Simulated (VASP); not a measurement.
# TiO2 in VASP: single point with PBE

Aim: the single point of TiO2 with PBE.

All numbers are computed with VASP 6.6.1; they aren't measurements. Logs are shortened: lines on timing, memory, paths and dates and some standing lists are left out, and cuts for length are marked.

### 1 The cell of the first run

The typed cell holds 6 atoms: a = 4.648 Å, b = 4.651 Å, c = 2.974 Å, α = 90.00°, β = 90.00°, γ = 90.00°.

### 2 Single point, PBE

The input, INCAR:

```
SYSTEM = TiO2
PREC     = Accurate       ! precision mode
ENCUT    = 520            ! plane-wave cutoff, eV
EDIFF    = 1E-6           ! SCF threshold, eV
ISMEAR   = 0              ! smearing method
SIGMA    = 0.05           ! smearing width, eV
LREAL    = .FALSE.        ! projectors in reciprocal space
LASPH    = .TRUE.         ! aspherical terms in the spheres
NELM     = 100            ! most SCF steps
ALGO     = Normal         ! electronic algorithm
ISIF     = 2              ! what is computed and relaxed
LWAVE    = .FALSE.        ! write WAVECAR
LCHARG   = .FALSE.        ! write CHGCAR
GGA      = PE             ! functional
NBANDS   = 33             ! bands
```

The input, KPOINTS:

```
Automatic mesh
0
G
  6 6 8
  0 0 0
```

The input, POSCAR:

```
TiO2
1.0
    4.6479811150     -0.0000161970      0.0000569806
   -0.0000360563      4.6513474861     -0.0000304522
   -0.0000878649      0.0000718783      2.9744472796
Ti O
2 4
Direct
    0.0000646651     -0.0000041209     -0.0260199857
    0.5000821382      0.4999503781      0.4740250370
    0.3041253805      0.3044503654      0.0130092554
    0.1958010528      0.8044604480      0.5129752379
    0.6958032108      0.6955656371      0.0129882810
    0.8041235527      0.1955772924      0.5130221743
```

Potentials or basis: VASP PAW PBE potentials, release 64 (Ti_sv, O).

Launch:

```bash
cat potpaw_PBE.64/Ti_sv/POTCAR potpaw_PBE.64/O/POTCAR > POTCAR
mpirun -np 1 vasp_std > vasp.out
```

OUTCAR:

```text
SYSTEM = TiO2
   PREC = Accurate
   ENCUT = 520
   EDIFF = 1E-6
   ISMEAR = 0
   LREAL = .FALSE.
   LASPH = .TRUE.
   NELM = 100
   ISIF = 2
   GGA = PE

 ion  position               nearest neighbor table
   1  0.000  1.000  0.974-   4 1.88   6 1.88   3 2.00   5 2.00   4 2.06   6 2.06
   2  0.500  0.500  0.474-   5 1.88   3 1.88   6 2.00   4 2.00   5 2.06   3 2.06
   3  0.304  0.304  0.013-   2 1.88   1 2.00   2 2.06
   4  0.196  0.804  0.513-   1 1.88   2 2.00   1 2.06
   5  0.696  0.696  0.013-   2 1.88   1 2.00   2 2.06
   6  0.804  0.196  0.513-   1 1.88   2 2.00   1 2.06

  LATTYP: Found a simple monoclinic cell.
 ALAT       =     5.5182050761
 B/A-ratio  =     0.8429095009
 C/A-ratio  =     1.3680739305
 COS(beta)  =    -0.9433258313

  Lattice vectors:

 A1 = (   4.6478932501,   0.0000556813,   2.9745042602)
 A2 = (   0.0000360563,  -4.6513474861,   0.0000304522)
 A3 = (  -4.6478053852,  -0.0001275596,  -5.9489515398)

Analysis of symmetry for initial positions (statically):
=====================================================================
 Subroutine PRICEL returns:
 Original cell was already a primitive cell.

 Routine SETGRP: Setting up the symmetry group for a
 simple monoclinic supercell.

 Subroutine GETGRP returns: Found  1 space group operations
 (whereof  1 operations were pure point group operations)
 out of a pool of  4 trial point group operations.

The static configuration has the point symmetry C_1 .

Analysis of symmetry for dynamics (positions and initial velocities):
=====================================================================
 Subroutine PRICEL returns:
 Original cell was already a primitive cell.

 Routine SETGRP: Setting up the symmetry group for a
 simple monoclinic supercell.

 Subroutine GETGRP returns: Found  1 space group operations
 (whereof  1 operations were pure point group operations)
 out of a pool of  4 trial point group operations.

The dynamic configuration has the point symmetry C_1 .

 Subroutine INISYM returns: Found  1 space group operations
 (whereof  1 operations are pure point group operations),
 and found     1 'primitive' translations

----------------------------------------------------------------------------------------

                                     Primitive cell

  volume of cell :      64.3057

  direct lattice vectors                    reciprocal lattice vectors
     4.647981115 -0.000016197  0.000056981     0.215147174  0.000001668  0.000006355
    -0.000036056  4.651347486 -0.000030452     0.000000749  0.214991463 -0.000005195
    -0.000087865  0.000071878  2.974447280    -0.000004122  0.000002201  0.336196915

  length of vectors
     4.647981115  4.651347486  2.974447282     0.215147174  0.214991463  0.336196915

  position of ions in fractional coordinates (direct lattice)
     0.000064665  0.999995879  0.973980014
     0.500082138  0.499950378  0.474025037
     0.304125380  0.304450365  0.013009255
     0.195801053  0.804460448  0.512975238
     0.695803211  0.695565637  0.012988281
     0.804123553  0.195577292  0.513022174

  ion indices of the primitive-cell ions
   primitive index   ion index
                 1           1
                 2           2
                 3           3
                 4           4
                 5           5
                 6           6

----------------------------------------------------------------------------------------

 KPOINTS: Automatic mesh

Automatic generation of k-mesh.
 Grid dimensions read from file:
 generate k-points for:    6    6    8

 Generating k-lattice:

  Cartesian coordinates                     Fractional coordinates (reciprocal lattice)
     0.035857862  0.000000278  0.000001059     0.166666667  0.000000000  0.000000000
     0.000000125  0.035831910 -0.000000866     0.000000000  0.166666667 -0.000000000
    -0.000000515  0.000000275  0.042024614     0.000000000  0.000000000  0.125000000

  Length of vectors
     0.035857862  0.035831910  0.042024614

  Shift w.r.t. Gamma in fractional coordinates (k-lattice)
     0.000000000  0.000000000  0.000000000

 Subroutine IBZKPT returns following result:
 ===========================================

 Found    148 irreducible k-points:

 Following reciprocal coordinates:
            Coordinates               Weight
  0.000000  0.000000  0.000000      1.000000
  0.166667  0.000000 -0.000000      2.000000
  0.333333  0.000000 -0.000000      2.000000
  0.500000  0.000000 -0.000000      1.000000
 -0.000000  0.166667  0.000000      2.000000
  0.166667  0.166667  0.000000      2.000000
[... 16 lines left out ...]
  0.166667  0.000000 -0.125000      2.000000
  0.333333 -0.000000  0.125000      2.000000
 [... further k-points ...]
   k-points           NKPTS =    148   k-points in BZ     NKDIM =    148   number of bands    NBANDS=     33
   number of dos      NEDOS =    301   number of ions     NIONS =      6
   total plane-waves  NPLWV =  31104
   dimension x,y,z NGX =    36 NGY =   36 NGZ =   24
   dimension x,y,z NGXF=    72 NGYF=   72 NGZF=   48
   ions per type =               2   4
   NGX,Y,Z   is equivalent  to a cutoff of  12.88, 12.87, 13.41 a.u.
   NGXF,Y,Z  is equivalent  to a cutoff of  25.75, 25.73, 26.83 a.u.
 SYSTEM =  TiO2
   PREC   = accura    normal or accurate (medium, high low for compatibility)
   ISTART =      0    job   : 0-new  1-cont  2-samecut
   ICHARG =      2    charge: 1-file 2-atom 10-const
   ISPIN  =      1    spin polarized calculation?
   LNONCOLLINEAR =      F non collinear calculations
   LSORBIT =      F    spin-orbit coupling
   LASPH  =      T    aspherical Exc in radial PAW
   ENCUT  =  520.0 eV  38.22 Ry    6.18 a.u.   8.64  8.65  5.53*2*pi/ulx,y,z
   NELM   =    100;   NELMIN=  2; NELMDL= -5     # of ELM steps
   EDIFF  = 0.1E-05   stopping-criterion for ELM
   LREAL  =      F    real-space projection
   EDIFFG = 0.1E-04   stopping-criterion for IOM
   NSW    =      0    number of steps for IOM
   IBRION =     -1    ionic relax: 0-MD 1-quasi-New 2-CG
   NFREE  =      0    steps in history (QN), initial steepest desc. (CG)
   ISIF   =      2    stress and relaxation
   ISYM   =      2    0-nonsym 1-usesym 2-fastsym
   POTIM  = 0.5000    time-step for ionic-motion
   TEBEG  =    0.0;   TEEND  =   0.0 temperature during run
   PSTRESS=    0.0 pullay stress
   NELECT =      48.0000    total number of electrons
   NUPDOWN=      -1.0000    fix difference up-down
   EMIN   =  10.00;   EMAX   =-10.00  energy-range for DOS
   EFERMI =   0.00;   METHOD = LEGACY
   ISMEAR =     0;   SIGMA  =   0.05  broadening in eV -4-tet -1-fermi 0-gaus
   EFERMI_NEDOS =   21; number of points for ismear=-14 and -15
   IALGO  =     38    algorithm
   IMIX   =      4    mixing-type and parameters
     AMIX     =   0.40;   BMIX     =  1.00
     AMIX_MAG =   1.60;   BMIX_MAG =  1.00
  volume/ion in A,a.u.               =      10.72        72.33
  Fermi-wavevector in a.u.,A,eV,Ry     =   1.485042  2.806323 30.005610  2.205350
  Thomas-Fermi vector in A             =   2.598503
   LORBIT       =      0    0 simple, 1 ext, 2 COOP (PROOUT), +10 PAW based schemes
   GGA     = PE    functional components
   LHFCALC =     F    Hartree Fock is set to
   AEXX    =    0.0000 exact exchange contribution
   IVDW    =     0    specifies the selected vdW correction
   LEPSILON=     F    determine dielectric tensor
   LRPA    =     F    only Hartree local field effects (RPA)
 non-spin polarized calculation
 Gauss-broadening in eV      SIGMA  =   0.05
  energy-cutoff  :      520.00
  volume of cell :       64.31
 maximum number of plane-waves:      1756
 NGX is ok and might be reduce to    36
   NGX = 17   NGY = 17   NGZ = 11

 number of electron      48.0000022 magnetization

 Free energy of the ion-electron system (eV)
  ---------------------------------------------------
  ext. energy  EPLUGINS =         0.00000000
  ---------------------------------------------------
  free energy    TOTEN  =       -53.67931859 eV

  energy without entropy =      -53.67931859  energy(sigma->0) =      -53.67931859

 E-fermi :   4.8716     XC(G=0): -11.2450

 val. band max:        4.4749309851   @ k =   0.0000   0.0000   0.0000
 cond. band min:       6.4804338579   @ k =   0.1667   0.5000   0.5000
 fundamental gap:      2.0055028728
 Fermi energy:         4.8715710705

 k-point     1 :       0.0000    0.0000    0.0000
  band No.  band energies     occupation
      1     -52.3930      2.00000
      2     -52.3785      2.00000
      3     -28.6875      2.00000
      4     -28.6873      2.00000
      5     -28.5342      2.00000
      6     -28.5340      2.00000
[... 25 lines left out ...]
     32      10.8678      0.00000
     33      10.8683      0.00000

 k-point     2 :       0.1667    0.0000   -0.0000
  band No.  band energies     occupation
      1     -52.3921      2.00000
      2     -52.3795      2.00000
      3     -28.6799      2.00000
      4     -28.6794      2.00000
      5     -28.5433      2.00000
      6     -28.5429      2.00000
[... 25 lines left out ...]
     32      10.7396      0.00000
     33      10.8471      0.00000

 k-point     3 :       0.3333    0.0000   -0.0000
  band No.  band energies     occupation
      1     -52.3894      2.00000
      2     -52.3821      2.00000
      3     -28.6607      2.00000
      4     -28.6593      2.00000
      5     -28.5653      2.00000
      6     -28.5641      2.00000
[... 25 lines left out ...]
     32      10.4227      0.00000
     33      10.8276      0.00000

 k-point     4 :       0.5000    0.0000   -0.0000
  band No.  band energies     occupation
      1     -52.3859      2.00000
      2     -52.3856      2.00000
      3     -28.6458      2.00000
      4     -28.6456      2.00000
      5     -28.5800      2.00000
      6     -28.5798      2.00000
[... 673 lines left out ...]
     32      10.4666      0.00000
     33      10.6550      0.00000

 k-point    23 :       0.1667    0.0000   -0.1250
  band No.  band energies     occupation
      1     -52.3862      2.00000
      2     -52.3746      2.00000
      3     -28.6654      2.00000
      4     -28.6642      2.00000
      5     -28.5716      2.00000
      6     -28.5558      2.00000
[... 25 lines left out ...]
     32      10.4666      0.00000
     33      10.6551      0.00000

 k-point    24 :       0.3333   -0.0000    0.1250
  band No.  band energies     occupation
      1     -52.3838      2.00000
      2     -52.3770      2.00000
      3     -28.6488      2.00000
      4     -28.6451      2.00000
      5     -28.5776      2.00000
      6     -28.5770      2.00000
[... 25 lines left out ...]
     32      10.0963      0.00000
     33      10.6792      0.00000

 [... further k-points ...]

------------------------ aborting loop because EDIFF is reached ----------------------------------------

  FORCE on cell =-STRESS in cart. coord.  units (eV):
  Direction    XX          YY          ZZ          XY          YZ          ZX
  --------------------------------------------------------------------------------------
  -------------------------------------------------------------------------------------
  Total        0.2358837      0.2100941      0.3408966      0.0002934     -0.0002966     -0.0010917
  in kB        5.8770468      5.2344970      8.4934445      0.0073095     -0.0073908     -0.0272001
  external PRESSURE =       6.5349961 kB  Pullay stress =       0.0000000 kB

 VOLUME and BASIS-vectors are now :
 -----------------------------------------------------------------------------
  energy-cutoff  :      520.00
  volume of cell :       64.31
      direct lattice vectors                 reciprocal lattice vectors
     4.647981115 -0.000016197  0.000056981     0.215147174  0.000001668  0.000006355
    -0.000036056  4.651347486 -0.000030452     0.000000749  0.214991463 -0.000005195
    -0.000087865  0.000071878  2.974447280    -0.000004122  0.000002201  0.336196915

 POSITION                                       TOTAL-FORCE (eV/Angst)
 -----------------------------------------------------------------------------------
      0.00018      4.65140      2.89702        -0.000279     -0.000193      0.044873
      2.32431      2.32547      1.40998        -0.000904      0.000493      0.044310
      1.41356      1.41610      0.03870        -0.022682     -0.022942     -0.022125
      0.91001      3.74186      1.52580         0.023522     -0.023511     -0.022306
      3.23405      3.23531      0.03865         0.023307      0.023153     -0.022288
      3.73750      0.90972      1.52600        -0.022964      0.022999     -0.022465
 -----------------------------------------------------------------------------------
    total drift:                               -0.000010      0.000024     -0.000016

  FREE ENERGIE OF THE ION-ELECTRON SYSTEM (eV)
  ---------------------------------------------------
  free  energy   TOTEN  =       -53.6793185865 eV

  energy  without entropy=      -53.6793185865  energy(sigma->0) =      -53.67931859
```

Wall time 2.1 min (1 thread of Intel Xeon Platinum 8559C (Emerald Rapids), shared host); peak memory 0.34 GiB.

What came out:

* Free energy: -53.6793 eV
* Pressure: 0.7 GPa
* Largest force: 0.045 eV/Å
* Band gap on the k mesh: 2.01 eV, indirect (least direct gap 2.16 eV)

Forces in eV/Å, atoms in the order of the input:
```
Ti   0.000  0.000  0.045
Ti  -0.001  0.000  0.044
O   -0.023 -0.023 -0.022
O    0.024 -0.024 -0.022
O    0.023  0.023 -0.022
O   -0.023  0.023 -0.022
```

Stress tensor (GPa, compression positive):
```
0.59 0.00 0.00
0.00 0.52 0.00
0.00 0.00 0.85
```

Levels at points of the mesh, in eV from the valence-band top:
```csv
k point,band 22,band 23,band 24,band 25,band 26,band 27
"(0.00, 0.00, 0.00)",-0.55,-0.55,0.00,2.16,2.31,2.47
"(0.50, 0.00, 0.00)",-1.53,-0.70,-0.70,2.35,2.35,3.29
"(0.00, 0.50, 0.00)",-1.53,-0.70,-0.70,2.35,2.35,3.29
"(0.50, 0.50, 0.00)",-1.39,-1.13,-1.13,2.14,2.14,2.67
"(0.00, 0.00, 0.50)",-2.23,-1.35,-1.35,3.00,3.00,3.25
"(0.50, 0.00, 0.50)",-1.90,-1.00,-1.00,2.02,2.02,3.27
"(0.00, 0.50, 0.50)",-1.90,-1.01,-1.01,2.02,2.02,3.27
"(0.50, 0.50, 0.50)",-0.98,-0.62,-0.62,2.27,3.03,3.21
```

Caveat: the cell differs from its parent crystal (all atoms moved at random, sigma 0.1 Å a component, cell strained at random, sigma 0.03, then relaxed in part). A k mesh can miss the band edges.
